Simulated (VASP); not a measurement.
A run of VASP 6.6.1 is set up as follows.

File POSCAR:

```
TiAl
1.0
    2.8672622327      0.0000000000      0.0000000000
   -1.4336311163      2.5327843715      0.0000000000
    0.0000000000      0.0000000000      4.6780830000
Ti Al
1 1
Direct
    0.0000000000      0.0000000000      0.0000000000
    0.3333333333      0.6666666667      0.5000000000
```

Contents of INCAR.step1:

```
SYSTEM = TiAl
PREC = Accurate
ENCUT = 520
ISMEAR = 0
SIGMA = 0.15
LREAL = .FALSE.
LASPH = .TRUE.
NELM = 100
NBANDS = 14
GGA = PE
ALGO = Normal
EDIFF = 1E-4
LWAVE = .TRUE.
LCHARG = .FALSE.
```

INCAR.step2

```
SYSTEM = TiAl
PREC = Accurate
ENCUT = 520
EDIFF = 1E-6
ISMEAR = 0
SIGMA = 0.15
LREAL = .FALSE.
LASPH = .TRUE.
NELM = 100
ALGO = Normal
ISIF = 2
LWAVE = .FALSE.
LCHARG = .TRUE.
METAGGA = R2SCAN
LMIXTAU = .TRUE.
LELF = .TRUE.
LVHAR = .TRUE.
NBANDS = 14
ISTART = 1
```

KPOINTS

```
regular mesh
0
G
  18 18 10
  0 0 0
```

Potentials or basis: VASP PAW PBE potentials, release 64 (Ti_sv, Al).

Run with:

```bash
$ cat potpaw_PBE.64/Ti_sv/POTCAR potpaw_PBE.64/Al/POTCAR > POTCAR
$ cp INCAR.step1 INCAR
$ mpirun -np 1 vasp_std > vasp.out
$ cp INCAR.step2 INCAR
$ mpirun -np 1 vasp_std > vasp.out
```

What does it give for the largest force?

0.064 eV/Å.

What does it give for the pressure?

-3.0 GPa.

Estimate the band gap on the k mesh.

zero (an odd number of electrons rules out a gap without spin polarisation).

Stress tensor (GPa, compression positive):
```
-1.79  0.00  0.00
 0.00 -3.75  0.00
 0.00  0.00 -3.43
```

Caveat: the cell differs from its parent crystal (strain +0.0200 x Voigt [0, 1, 0, 0, 0, 0]); the PAW data sets were made with another functional, which shifts forces and pressure a little.
